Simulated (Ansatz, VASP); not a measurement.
One calculation of Pt, two programs

Contents of INCAR:

```
PREC = Accurate ; ENCUT = 500
EDIFF = 1E-6 ; ISMEAR = 0
SIGMA = 0.05 ; LREAL = False
LASPH = True ; NELM = 120
ALGO = Normal ; ISIF = 2
LWAVE = False ; LCHARG = True
GGA = PS ; LELF = True
LVHAR = True ; NBANDS = 11
GGA_COMPAT = False
```

File KPOINTS:

```
regular mesh
0
Gamma
  14 14 14
```

File POSCAR:

```
Pt
1.0
    0.0000000000      1.9600000000      1.9600000000
    1.9600000000      0.0000000000      1.9600000000
    1.9600000000      1.9600000000      0.0000000000
Pt
1
Direct
    0.0000000000      0.0000000000      0.0000000000
```

Input for Ansatz:

```yaml
crystal:
  lattice:
    - [0.0, 1.96, 1.96]
    - [1.96, 0.0, 1.96]
    - [1.96, 1.96, 0.0]
  atoms:
    - { symbol: Pt, position: [0.0, 0.0, 0.0] }
basis:
  ecutwfc: 420
  ecutrho_ratio: 4
kpoints:
  mp_grid: { grid: [14, 14, 14] }
hamiltonian:
  xc: pbesol
scf:
  occupations: { method: gaussian, width: 0.05 }
output:
  forces: true
  stress: true
  eigenvalues: true
```

Alike in both runs: task single point; functional PBEsol; k mesh 14 × 14 × 14; occupations gaussian, width 0.05 eV; no spin polarisation.

|  | VASP | Ansatz |
| --- | --- | --- |
| version | VASP 6.6.1 | Ansatz 0.2.0 |
| potentials or method | VASP PAW PBE potentials, release 64 (Pt), cutoff 500 eV | scalar-relativistic, plane waves, PAW |
| valence electrons in the cell | 10 | 18 |

VASP gave:

* gap on the k mesh at the Fermi level (eV): none
* pressure (GPa): -1.0

Question: Which values does Ansatz return?

Answer: gap on the k mesh at the Fermi level (eV): none; pressure (GPa): -0.6.

VASP's potentials were made for PBE, not for PBEsol. A gap of «none» marks a metal or a gap that the smearing closes. VASP's potentials hold 10 valence electrons a cell and Ansatz's 18, so a difference there can come from the potentials and not from the codes.

Spin-orbit coupling is off throughout.
